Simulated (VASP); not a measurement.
**Sr: elastic constants with PBE+D3(BJ)**

The system is Sr.

```
Sr
1.0
     0.00000    3.04235    3.04235
     3.04235    0.00000    3.04235
     3.04235    3.04235    0.00000
Sr
1
Direct
  0.00000 0.00000 0.00000
```

```json
{
  "Program": "VASP 6.6.1",
  "Task": "elastic constants",
  "Functional": "PBE",
  "Dispersion": "D3(BJ)",
  "Potentials or basis": "VASP PAW PBE potentials, release 64 (Sr_sv)",
  "Cutoff": "500 eV",
  "k mesh": "6 × 6 × 6",
  "Occupations": "fermi-dirac, width 0.1 eV",
  "Spin": "no spin polarisation",
  "Dipole correction": "no",
  "Ions in elastic constants": "relaxed",
  "Further INCAR settings": "ALGO = Normal; EDIFF = 1e-08; IBRION = 6; POTIM = 0.015; NSW = 1; ISIF = 3"
}
```

```yaml
Elastic_constants_C11_C12_C44: 11, 10, 8 GPa
Voigt_bulk_modulus: 11 GPa
Dispersion_energy_per_atom: -0.191 eV
```

Elastic tensor in Voigt notation (GPa, in the Cartesian axes of the cell as first typed):
```
11 10 10  0  0  0
10 11 10  0  0  0
10 10 11  0  0  0
 0  0  0  8  0  0
 0  0  0  0  8  0
 0  0  0  0  0  8
```

Clamped-ion elastic tensor (GPa):
```
11 10 10  0  0  0
10 11 10  0  0  0
10 10 11  0  0  0
 0  0  0  8  0  0
 0  0  0  0  8  0
 0  0  0  0  0  8
```

Run time: 3 min on 1 thread of Intel(R) Xeon(R) Platinum 8259CL CPU @ 2.50GHz (Skylake/Cascade Lake), on a shared host, peak memory 0.24 GiB.
